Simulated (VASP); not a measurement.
The system is Sr4TmSi.

```
Sr Tm Si
1.0
     5.04727    0.00000    0.00000
    -2.52363    4.37106    0.00000
     0.00000    0.00000    7.40105
Sr Tm Si
4 1 1
Direct
  0.33333 0.66667 0.19846
  0.33333 0.66667 0.80154
  0.66667 0.33333 0.80154
  0.66667 0.33333 0.19846
  0.00000 0.00000 0.50000
  0.00000 0.00000 0.00000
```

The cell was generated, and may not be a known phase.

```yaml
Program: VASP 6.6.1
Task: relaxation of cell and atoms
Functional: PBE
Potentials_or_basis: VASP PAW PBE potentials, release 64 (Sr_sv, Tm_3, Si), 4f in core
Cutoff: 500 eV
k_mesh: 4 × 4 × 2
Occupations: gaussian, width 0.2 eV
Spin: no spin polarisation
```

At the start: pressure 9.3 GPa; volume 27.21 Å³/atom.

Problem. Where does the relaxation end?

Solution. Over 15 steps the energy falls by 421.2 meV/atom and the volume is 36.34 Å³/atom (+33.6 %); space group P6/mmm (No. 191, to 0.1 Å) before and after.

Step by step:
```csv
step,energy change (eV),largest force (eV/Å),pressure (GPa),volume (Å³)
1,0.0000,0.7825,9.29,163.28
2,-1.4689,0.9292,1.02,203.22
3,-1.5817,0.9862,-0.18,216.00
4,-1.5269,1.0358,-1.94,243.02
5,-1.6025,1.0111,-0.88,224.78
6,-1.8824,0.9214,-0.80,223.40
7,-2.4779,0.3815,-0.32,218.49
8,-0.0756,3.2863,3.92,205.04
9,-2.4172,0.5925,-0.30,217.71
10,-2.2148,0.4817,0.97,211.91
11,-2.4598,0.3759,-0.05,216.10
12,-2.4619,0.2764,0.06,215.55
13,-2.5182,0.1672,0.23,215.64
14,-2.5236,0.0733,0.17,215.64
15,-2.5272,0.0073,-0.11,218.07
```

Final structure:
```yaml
crystal:
  lattice:
    - [5.98403, 0.00000, 0.00000]
    - [-2.99202, 5.18232, 0.00000]
    - [0.00000, 0.00000, 7.03196]
  atoms:
    - { symbol: Sr, position: [0.33333, 0.66667, 0.24562] }
    - { symbol: Sr, position: [0.33333, 0.66667, 0.75438] }
    - { symbol: Sr, position: [0.66667, 0.33333, 0.75438] }
    - { symbol: Sr, position: [0.66667, 0.33333, 0.24562] }
    - { symbol: Tm, position: [0.00000, 0.00000, 0.50000] }
    - { symbol: Si, position: [0.00000, 0.00000, 0.00000] }
```

Caveat: the k points lie up to 0.45 Å⁻¹ apart in the final cell, too coarse for converged energies and pressures of a metal; the volume moved by over 15 % at a fixed basis, so the end points are rough.
